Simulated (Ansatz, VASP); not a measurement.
# Si2B3 in VASP and in Ansatz

```xyz
5
Lattice="-2.1728 2.1728 2.9551 2.1728 -2.1728 2.9551 2.1728 2.1728 -2.9551" Properties=species:S:1:pos:R:3 pbc="T T T"
Si    0.0000    2.1728    1.4776
Si    2.1728    0.0000    1.4776
B     0.0000    2.1728    0.0000
B     2.1728    0.0000    0.0000
B     0.0000    0.0000    0.0000
```

Alike in both runs: task relaxation of cell and atoms; functional PBE; k mesh 5 × 5 × 5; occupations gaussian, width 0.2 eV; no spin polarisation.

```csv
,VASP,Ansatz
version,VASP 6.6.1,Ansatz 0.2.0
potentials or method,"VASP PAW PBE potentials, release 64 (Si, B), cutoff 500 eV","scalar-relativistic, plane waves, PAW"
valence electrons in the cell,17,17
```

Ansatz gave:

```
gap on the k mesh at the Fermi level, each at its own relaxed structure (eV) : none
relaxed volume (Å³/atom)                                                     : 10.96
relaxed cell length with the largest relative difference (Å)                 : 5.163
```

Problem. What did VASP give for the same quantities?

Solution. gap on the k mesh at the Fermi level, each at its own relaxed structure (eV): none; relaxed volume (Å³/atom): 10.92; relaxed cell length with the largest relative difference (Å): 5.131.

A gap of «none» marks a metal or a gap that the smearing closes.

The k mesh is coarse, so the values compare programs but aren't converged.
